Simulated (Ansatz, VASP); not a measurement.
W in VASP and in Ansatz

```xyz
1
Lattice="-1.5850 1.5850 1.5850 1.5850 -1.5850 1.5850 1.5850 1.5850 -1.5850" Properties=species:S:1:pos:R:3 pbc="T T T"
W     0.0000    0.0000    0.0000
```

Alike in both runs: task relaxation of cell and atoms; functional r2SCAN; k mesh 20 × 20 × 20; occupations gaussian, width 0.1 eV; no spin polarisation.

|  | VASP | Ansatz |
| --- | --- | --- |
| version | VASP 6.6.1 | Ansatz 0.2.0 |
| potentials or method | VASP PAW PBE potentials, release 64 (W_sv) | scalar-relativistic, plane waves, PAW |
| plane-wave cutoff (eV) | 600 | 500 |
| valence electrons in the cell | 14 | 14 |

```tsv
	VASP	Ansatz	Ansatz less VASP
gap on the k mesh at the Fermi level, each at its own relaxed structure (eV)	none	none	-
relaxed volume (Å³/atom)	15.97	15.90	-0.063
relaxed cell length with the largest relative difference (Å)	2.748	2.744	-0.0036
```

VASP's potentials were made for PBE, not for r2SCAN. A gap of «none» marks a metal or a gap that the smearing closes.

Spin-orbit coupling is off throughout.
